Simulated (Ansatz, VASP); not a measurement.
## Si in VASP and in Ansatz

INCAR

```
SYSTEM = Si
PREC     = Accurate       ! precision mode
ENCUT    = 520            ! plane-wave cutoff, eV
EDIFF    = 1E-6           ! SCF threshold, eV
ISMEAR   = -1             ! smearing method
SIGMA    = 0.05           ! smearing width, eV
LREAL    = .False.        ! projectors in reciprocal space
LASPH    = .True.         ! aspherical terms in the spheres
NELM     = 80             ! most SCF steps
ALGO     = Normal         ! electronic algorithm
ISIF     = 2              ! what is computed and relaxed
LWAVE    = .False.        ! write WAVECAR
LCHARG   = .False.        ! write CHGCAR
GGA      = PE             ! functional
NBANDS   = 11             ! bands
```

Contents of KPOINTS:

```
Automatic mesh
0
Gamma
  18 18 18
  0 0 0
```

POSCAR

```
Si
1.0
    0.0000000000      2.7349159646      2.7349159646
    2.7349159646      0.0000000000      2.7349159646
    2.7349159646      2.7349159646      0.0000000000
Si
2
Direct
    0.0000000000      0.0000000000      0.0000000000
    0.2500000000      0.2500000000      0.2500000000
```

Input for Ansatz:

```yaml
crystal:
  lattice:
    - [0.0, 2.7349159646, 2.7349159646]
    - [2.7349159646, 0.0, 2.7349159646]
    - [2.7349159646, 2.7349159646, 0.0]
  atoms:
    - { symbol: Si, position: [0.0, 0.0, 0.0] }
    - { symbol: Si, position: [0.25, 0.25, 0.25] }
kpoints:
  mp_grid: { grid: [18, 18, 18] }
scf:
  occupations: { method: fermi_dirac, width: 0.05 }
hamiltonian:
  xc: pbe
  pseudopotentials: { kind: all_electron, lapw: { basis_error: 0.00025 } }
output:
  forces: true
  stress: true
  eigenvalues: true
```

Alike in both runs: task single point; functional PBE; k mesh 18 × 18 × 18; occupations fermi-dirac, width 0.05 eV; no spin polarisation.

```csv
,VASP,Ansatz
version,VASP 6.6.1,Ansatz 0.2.0
potentials or method,"VASP PAW PBE potentials, release 64 (Si), cutoff 520 eV","all-electron LAPW, scalar-relativistic"
```

```csv
,VASP,Ansatz,Ansatz less VASP
pressure (GPa),-0.1,0.0,+0.05
```

Ansatz ran all-electron here, and VASP with PAW potentials.
